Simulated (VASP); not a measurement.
A run of VASP 6.6.1:

Contents of INCAR:

```
ALGO = Normal
EDIFF = 1E-6
ENCUT = 520
GGA = PE
ISIF = 2
ISMEAR = 0
LASPH = True
LCHARG = False
LREAL = False
LWAVE = False
NBANDS = 38
NELM = 100
PREC = Accurate
SIGMA = 0.1
```

KPOINTS

```
k-points
0
Gamma
  6 6 4
```

Contents of POSCAR:

```
Bi3Br2
1.0
    6.4723045405      0.0000000000      0.0000000000
   -3.2361522702      5.6051801531      0.0000000000
    0.0000000000      0.0000000000      8.9694559069
Bi Br
3 2
Direct
    0.5092751908      0.0185503817      0.0000000000
    0.9814496183      0.4907248092      0.0000000000
    0.5092751908      0.4907248092      0.0000000000
    0.3333333333      0.6666666667      0.2813893404
    0.3333333333      0.6666666667      0.7186106596
```

Potentials or basis: VASP PAW PBE potentials, release 64 (Bi_d, Br).

Launch:

```sh
$ cat potpaw_PBE.64/Bi_d/POTCAR potpaw_PBE.64/Br/POTCAR > POTCAR
$ mpirun -np 1 vasp_std > vasp.out
```

Hardware: 1 thread of AMD EPYC 9R45 96-Core Processor (Zen 5), on a shared host.

**Question.** How long does it take, and how much memory?

**Answer.** Run time: 2.4 min on 1 thread of AMD EPYC 9R45 96-Core Processor (Zen 5) (shared host), peak memory 0.49 GiB. Counts: scf iterations 17, k points 21.
